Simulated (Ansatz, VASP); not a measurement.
## Ga: VASP beside Ansatz

```
CELL_PARAMETERS angstrom
0.00000 1.87733 1.87733
1.87733 0.00000 1.87733
1.87733 1.87733 0.00000
ATOMIC_POSITIONS crystal
Ga 0.00000 0.00000 0.00000
```

Alike in both runs: task single point; functional PBE; k mesh 20 × 20 × 20; occupations gaussian, width 0.1 eV; no spin polarisation.

|  | VASP | Ansatz |
| --- | --- | --- |
| version | VASP 6.6.1 | Ansatz 0.2.0 |
| potentials or method | VASP PAW PBE potentials, release 64 (Ga_d), cutoff 500 eV | scalar-relativistic, plane waves, PAW |
| valence electrons in the cell | 13 | 13 |

```csv
,VASP,Ansatz,Ansatz less VASP
gap on the k mesh at the Fermi level (eV),none,none,-
pressure (GPa),41.8,41.5,-0.33
```

A gap of «none» marks a metal or a gap that the smearing closes. Both programs put the cell under a high pressure, so it lies far from rest at this level. With one functional, cell and mesh, what is left measures potentials, basis and numerics.
